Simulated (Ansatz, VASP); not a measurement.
**WSe2: VASP beside Ansatz**

```xyz
3
Lattice="3.4348 0.0000 0.0000 -1.7174 2.9746 0.0000 0.0000 0.0000 6.3845" Properties=species:S:1:pos:R:3 pbc="T T T"
W     0.0000    0.0000    0.0000
Se    0.0000    1.9831    1.4599
Se    0.0000    1.9831    4.9246
```

Alike in both runs: task single point; functional PBE; dispersion D3(BJ); k mesh 9 × 9 × 4; occupations gaussian, width 0.05 eV; no spin polarisation.

```csv
,VASP,Ansatz
version,VASP 6.6.1,Ansatz 0.2.0
potentials or method,"VASP PAW PBE potentials, release 64 (W_sv, Se), cutoff 520 eV","scalar-relativistic, plane waves, PAW"
valence electrons in the cell,26,46
```

VASP gave:

```
gap on the k mesh at the Fermi level (eV)                     : none
pressure (GPa)                                                : 10.1
traceless stress, the component that is largest in VASP (GPa) : 16.18
rms of the force components (eV/Å)                            : 1.595
```

Task: Estimate Ansatz's values.

Result: gap on the k mesh at the Fermi level (eV): none; pressure (GPa): 9.7; traceless stress, the component that is largest in VASP (GPa): 16.10; rms of the force components (eV/Å): 1.562.

Atom by atom the forces differ by 0.033 eV/Å (rms over components). A gap of «none» marks a metal or a gap that the smearing closes. VASP's potentials hold 26 valence electrons a cell and Ansatz's 46, so a difference there can come from the potentials and not from the codes.

Neither program's run includes spin-orbit coupling.
